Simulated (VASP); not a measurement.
# AlCu3N4 in VASP: single point with PBE

Aim: the single point of AlCu3N4 with PBE.

Program: VASP 6.6.1. These are calculated values, not measurements. Logs are shortened: lines on timing, memory, paths and dates and some standing lists are left out, and cuts for length are marked.

### 1 The cell of the first run

The typed cell holds 8 atoms: a = 4.148 Å, b = 4.151 Å, c = 4.146 Å, α = 90.09°, β = 89.92°, γ = 89.98°.

### 2 Single point, PBE

Input file INCAR:

```
SYSTEM = AlCu3N4
ALGO     = Normal         ! electronic algorithm
EDIFF    = 1E-7           ! SCF threshold, eV
ENCUT    = 520            ! plane-wave cutoff, eV
GGA      = PE             ! functional
ISIF     = 2              ! what is computed and relaxed
ISMEAR   = 0              ! smearing method
LASPH    = .True.         ! aspherical terms in the spheres
LCHARG   = .False.        ! write CHGCAR
LREAL    = .False.        ! projectors in reciprocal space
LWAVE    = .False.        ! write WAVECAR
NBANDS   = 38             ! bands
NELM     = 100            ! most SCF steps
PREC     = Accurate       ! precision mode
SIGMA    = 0.2            ! smearing width, eV
```

Input file KPOINTS:

```
k-points
0
Gamma
  6 6 6
  0 0 0
```

Input file POSCAR:

```
AlCu3N4
1.0
    4.1478764773      0.0008318962      0.0030160476
    0.0008332171      4.1514005389     -0.0033893155
    0.0030238083     -0.0034050682      4.1464072552
Al Cu N
1 3 4
Direct
    0.5000088278      0.4999688877      0.0000145960
    0.5000041134     -0.0000047325      0.5000085451
    0.9999978613      0.5000289507      0.5000089601
    0.0000096676     -0.0000002980     -0.0000146195
    0.4999900290      0.4999980548      0.4999968340
    0.4999986716     -0.0000071670      0.0000037679
    0.9999908122      0.4999975330     -0.0000059495
    0.0000000172      0.0000187713      0.4999878659
```

Potentials or basis: VASP PAW PBE potentials, release 64 (Al, Cu, N).

Command:

```sh
$ cat potpaw_PBE.64/Al/POTCAR potpaw_PBE.64/Cu/POTCAR potpaw_PBE.64/N/POTCAR > POTCAR
$ mpirun -np 1 vasp_std > vasp.out
```

OUTCAR:

```text
SYSTEM = AlCu3N4
   EDIFF = 1E-7
   ENCUT = 520
   GGA = PE
   ISIF = 2
   ISMEAR = 0
   LASPH = .True.
   LREAL = .False.
   NELM = 100
   PREC = Accurate

 ion  position               nearest neighbor table
   1  0.500  0.500  0.000-   5 2.07   5 2.07   7 2.07   7 2.07   6 2.08   6 2.08   3 2.93   3 2.93
                             2 2.93   2 2.93   4 2.93   4 2.93   3 2.93   3 2.93   4 2.93   4 2.93
   2  0.500  1.000  0.500-   6 2.07   6 2.07   8 2.07   8 2.07   5 2.08   5 2.08   1 2.93   1 2.93
                             1 2.94   1 2.94
   3  1.000  0.500  0.500-   7 2.07   7 2.07   5 2.07   5 2.07   8 2.08   8 2.08   1 2.93   1 2.93
                             1 2.93   1 2.93
   4  0.000  1.000  1.000-   8 2.07   8 2.07   6 2.07   6 2.07   7 2.08   7 2.08   1 2.93   1 2.93
                             1 2.93   1 2.93
   5  0.500  0.500  0.500-   1 2.07   1 2.07   3 2.07   3 2.07   2 2.08   2 2.08
   6  0.500  1.000  0.000-   2 2.07   2 2.07   4 2.07   4 2.07   1 2.08   1 2.08
   7  1.000  0.500  1.000-   3 2.07   3 2.07   1 2.07   1 2.07   4 2.08   4 2.08
   8  0.000  0.000  0.500-   4 2.07   4 2.07   2 2.07   2 2.07   3 2.08   3 2.08

  LATTYP: Found a triclinic cell.
 ALAT       =     7.1869202884
 B/A-ratio  =     0.5776329554
 C/A-ratio  =     0.5771425716
 COS(alpha) =     0.0004006731
 COS(beta)  =     0.5765338620
 COS(gamma) =     0.5788089307

  Lattice vectors:

 A1 = (   4.1456858861,   4.1556375033,  -4.1467805231)
 A2 = (   0.0008332171,   4.1514005389,  -0.0033893155)
 A3 = (   4.1478764773,   0.0008318962,   0.0030160476)

Analysis of symmetry for initial positions (statically):
=====================================================================
 Subroutine PRICEL returns:
 Original cell was already a primitive cell.

 Routine SETGRP: Setting up the symmetry group for a
 triclinic supercell.

 Subroutine GETGRP returns: Found  1 space group operations
 (whereof  1 operations were pure point group operations)
 out of a pool of  2 trial point group operations.

The static configuration has the point symmetry C_1 .

Analysis of symmetry for dynamics (positions and initial velocities):
=====================================================================
 Subroutine PRICEL returns:
 Original cell was already a primitive cell.

 Routine SETGRP: Setting up the symmetry group for a
 triclinic supercell.

 Subroutine GETGRP returns: Found  1 space group operations
 (whereof  1 operations were pure point group operations)
 out of a pool of  2 trial point group operations.

The dynamic configuration has the point symmetry C_1 .

 Subroutine INISYM returns: Found  1 space group operations
 (whereof  1 operations are pure point group operations),
 and found     1 'primitive' translations

----------------------------------------------------------------------------------------

                                     Primitive cell

  volume of cell :      71.3990

  direct lattice vectors                    reciprocal lattice vectors
     4.147876477  0.000831896  0.003016048     0.241087355 -0.000048532 -0.000175855
     0.000833217  4.151400539 -0.003389316    -0.000048455  0.240882734  0.000197850
     0.003023808 -0.003405068  4.146407255    -0.000175404  0.000196935  0.241172933

  length of vectors
     4.147877657  4.151402006  4.146409756     0.241087424  0.240882820  0.241173078

  position of ions in fractional coordinates (direct lattice)
     0.500008828  0.499968888  0.000014596
     0.500004113  0.999995267  0.500008545
     0.999997861  0.500028951  0.500008960
     0.000009668  0.999999702  0.999985381
     0.499990029  0.499998055  0.499996834
     0.499998672  0.999992833  0.000003768
     0.999990812  0.499997533  0.999994051
     0.000000017  0.000018771  0.499987866

  ion indices of the primitive-cell ions
   primitive index   ion index
                 1           1
                 2           2
                 3           3
                 4           4
                 5           5
                 6           6
                 7           7
                 8           8

----------------------------------------------------------------------------------------

 KPOINTS: k-points

Automatic generation of k-mesh.
 Grid dimensions read from file:
 generate k-points for:    6    6    6

 Generating k-lattice:

  Cartesian coordinates                     Fractional coordinates (reciprocal lattice)
     0.040181226 -0.000008089 -0.000029309     0.166666667 -0.000000000  0.000000000
    -0.000008076  0.040147122  0.000032975     0.000000000  0.166666667  0.000000000
    -0.000029234  0.000032823  0.040195489     0.000000000  0.000000000  0.166666667

  Length of vectors
     0.040181237  0.040147137  0.040195513

  Shift w.r.t. Gamma in fractional coordinates (k-lattice)
     0.000000000  0.000000000  0.000000000

 Subroutine IBZKPT returns following result:
 ===========================================

 Found    112 irreducible k-points:

 Following reciprocal coordinates:
            Coordinates               Weight
  0.000000  0.000000  0.000000      1.000000
  0.166667 -0.000000  0.000000      2.000000
  0.333333 -0.000000  0.000000      2.000000
  0.500000 -0.000000  0.000000      1.000000
 -0.000000  0.166667  0.000000      2.000000
  0.166667  0.166667  0.000000      2.000000
[... 16 lines left out ...]
  0.333333  0.000000  0.166667      2.000000
  0.500000 -0.000000  0.166667      2.000000
 [... further k-points ...]
   k-points           NKPTS =    112   k-points in BZ     NKDIM =    112   number of bands    NBANDS=     38
   number of dos      NEDOS =    301   number of ions     NIONS =      8
   total plane-waves  NPLWV =  32768
   dimension x,y,z NGX =    32 NGY =   32 NGZ =   32
   dimension x,y,z NGXF=    64 NGYF=   64 NGZF=   64
   ions per type =               1   3   4
   NGX,Y,Z   is equivalent  to a cutoff of  12.83, 12.81, 12.83 a.u.
   NGXF,Y,Z  is equivalent  to a cutoff of  25.65, 25.63, 25.66 a.u.
 SYSTEM =  AlCu3N4
   PREC   = accura    normal or accurate (medium, high low for compatibility)
   ISTART =      0    job   : 0-new  1-cont  2-samecut
   ICHARG =      2    charge: 1-file 2-atom 10-const
   ISPIN  =      1    spin polarized calculation?
   LNONCOLLINEAR =      F non collinear calculations
   LSORBIT =      F    spin-orbit coupling
   LASPH  =      T    aspherical Exc in radial PAW
   ENCUT  =  520.0 eV  38.22 Ry    6.18 a.u.   7.71  7.72  7.71*2*pi/ulx,y,z
   NELM   =    100;   NELMIN=  2; NELMDL= -5     # of ELM steps
   EDIFF  = 0.1E-06   stopping-criterion for ELM
   LREAL  =      F    real-space projection
   EDIFFG = 0.1E-05   stopping-criterion for IOM
   NSW    =      0    number of steps for IOM
   IBRION =     -1    ionic relax: 0-MD 1-quasi-New 2-CG
   NFREE  =      0    steps in history (QN), initial steepest desc. (CG)
   ISIF   =      2    stress and relaxation
   ISYM   =      2    0-nonsym 1-usesym 2-fastsym
   POTIM  = 0.5000    time-step for ionic-motion
   TEBEG  =    0.0;   TEEND  =   0.0 temperature during run
   PSTRESS=    0.0 pullay stress
   NELECT =      56.0000    total number of electrons
   NUPDOWN=      -1.0000    fix difference up-down
   EMIN   =  10.00;   EMAX   =-10.00  energy-range for DOS
   EFERMI =   0.00;   METHOD = LEGACY
   ISMEAR =     0;   SIGMA  =   0.20  broadening in eV -4-tet -1-fermi 0-gaus
   EFERMI_NEDOS =   21; number of points for ismear=-14 and -15
   IALGO  =     38    algorithm
   IMIX   =      4    mixing-type and parameters
     AMIX     =   0.40;   BMIX     =  1.00
     AMIX_MAG =   1.60;   BMIX_MAG =  1.00
  volume/ion in A,a.u.               =       8.92        60.23
  Fermi-wavevector in a.u.,A,eV,Ry     =   1.509756  2.853026 31.012636  2.279364
  Thomas-Fermi vector in A             =   2.620036
   LORBIT       =      0    0 simple, 1 ext, 2 COOP (PROOUT), +10 PAW based schemes
   GGA     = PE    functional components
   LHFCALC =     F    Hartree Fock is set to
   AEXX    =    0.0000 exact exchange contribution
   IVDW    =     0    specifies the selected vdW correction
   LEPSILON=     F    determine dielectric tensor
   LRPA    =     F    only Hartree local field effects (RPA)
 non-spin polarized calculation
 Gauss-broadening in eV      SIGMA  =   0.20
  energy-cutoff  :      520.00
  volume of cell :       71.40
 maximum number of plane-waves:      1948
   NGX = 15   NGY = 15   NGZ = 15

 number of electron      55.9999971 magnetization

 Free energy of the ion-electron system (eV)
  ---------------------------------------------------
  ext. energy  EPLUGINS =         0.00000000
  ---------------------------------------------------
  free energy    TOTEN  =       -44.67673150 eV

  energy without entropy =      -44.58016018  energy(sigma->0) =      -44.62844584

 E-fermi :   7.8746     XC(G=0): -12.6835

 val. band max:        7.8742873848   @ k =   0.3333   0.1667   0.1667
 cond. band min:       7.8760005224   @ k =   0.1667  -0.1667   0.3333
 fundamental gap:      0.0017131376
 Fermi energy:         7.8746225951

 k-point     1 :       0.0000    0.0000    0.0000
  band No.  band energies     occupation
      1      -8.9169      2.00000
      2      -6.1160      2.00000
      3      -5.8402      2.00000
      4      -5.8354      2.00000
      5       1.5554      2.00000
      6       1.5581      2.00000
[... 30 lines left out ...]
     37      17.4036      0.00000
     38      17.4118      0.00000

 k-point     2 :       0.1667   -0.0000    0.0000
  band No.  band energies     occupation
      1      -8.7488      2.00000
      2      -6.2117      2.00000
      3      -5.9360      2.00000
      4      -5.7776      2.00000
      5       1.5957      2.00000
      6       1.6499      2.00000
[... 30 lines left out ...]
     37      17.6822      0.00000
     38      17.6950      0.00000
[... 859 lines left out ...]
     37      18.3715      0.00000
     38      18.4383      0.00000

 k-point    24 :       0.5000   -0.0000    0.1667
  band No.  band energies     occupation
      1      -7.4486      2.00000
      2      -7.3990      2.00000
      3      -5.9063      2.00000
      4      -5.6891      2.00000
      5       1.7012      2.00000
      6       2.0856      2.00000
[... 30 lines left out ...]
     37      18.1179      0.00000
     38      18.9690      0.00000

 [... further k-points ...]

------------------------ aborting loop because EDIFF is reached ----------------------------------------

  FORCE on cell =-STRESS in cart. coord.  units (eV):
  Direction    XX          YY          ZZ          XY          YZ          ZX
  --------------------------------------------------------------------------------------
  -------------------------------------------------------------------------------------
  Total        0.1659006      0.0964097      0.1951006     -0.0171522      0.0705026     -0.0627279
  in kB        3.7227730      2.1634131      4.3780153     -0.3848924      1.5820635     -1.4076010
  external PRESSURE =       3.4214005 kB  Pullay stress =       0.0000000 kB

 VOLUME and BASIS-vectors are now :
 -----------------------------------------------------------------------------
  energy-cutoff  :      520.00
  volume of cell :       71.40
      direct lattice vectors                 reciprocal lattice vectors
     4.147876477  0.000831896  0.003016048     0.241087355 -0.000048532 -0.000175855
     0.000833217  4.151400539 -0.003389316    -0.000048455  0.240882734  0.000197850
     0.003023808 -0.003405068  4.146407255    -0.000175404  0.000196935  0.241172933

 POSITION                                       TOTAL-FORCE (eV/Angst)
 -----------------------------------------------------------------------------------
      2.07439      2.07599     -0.00013        -0.000461      0.000950     -0.000411
      2.07630      4.15009      2.07136        -0.000126      0.000071     -0.000325
      4.14980      2.07495      2.07456        -0.000117     -0.000563     -0.000582
      0.00390      4.14799      4.14296        -0.000379     -0.000122      0.000347
      2.07583      2.07441      2.07300         0.000324     -0.000113      0.000439
      2.07477      4.15179     -0.00187         0.000252     -0.000196     -0.000003
      4.15128      2.07312      4.14770         0.000455      0.000015      0.000422
      0.00151     -0.00162      2.07315         0.000051     -0.000043      0.000113
 -----------------------------------------------------------------------------------
    total drift:                                0.000000      0.000002     -0.000001

  FREE ENERGIE OF THE ION-ELECTRON SYSTEM (eV)
  ---------------------------------------------------
  free  energy   TOTEN  =       -44.6767315014 eV

  energy  without entropy=      -44.5801601787  energy(sigma->0) =      -44.62844584
```

Run time: 4.8 min. Hardware: 1 thread of Intel Xeon Platinum 8259CL at 2.50GHz (Skylake/Cascade Lake), shared host; peak memory 0.35 GiB.

Results:

```yaml
Free_energy: -44.6767 eV
Pressure: 0.3 GPa
Band_gap_on_the_k_mesh: zero (band 28 reaches 9.76 eV, above the bottom of band 29 at 6.99 eV)
```

Stress tensor (GPa, compression positive):
```
 0.37 -0.04 -0.14
-0.04  0.22  0.16
-0.14  0.16  0.44
```

Levels at points of the mesh, in eV from the Fermi level:
```csv
k point,band 26,band 27,band 28,band 29,band 30,band 31
"(0.00, 0.00, 0.00)",-2.09,-2.09,-1.62,-0.43,-0.42,-0.40
"(0.50, 0.00, 0.00)",-1.05,-0.85,-0.84,-0.69,-0.52,-0.28
"(0.00, 0.50, 0.00)",-1.05,-0.85,-0.84,-0.69,-0.52,-0.28
"(0.50, 0.50, 0.00)",-1.33,-1.33,-1.15,1.82,1.82,1.91
"(0.00, 0.00, 0.50)",-1.05,-0.85,-0.84,-0.69,-0.52,-0.28
"(0.50, 0.00, 0.50)",-1.33,-1.33,-1.14,1.83,1.83,1.92
"(0.00, 0.50, 0.50)",-1.33,-1.33,-1.14,1.82,1.82,1.91
"(0.50, 0.50, 0.50)",1.88,1.89,1.89,2.11,2.12,2.12
```
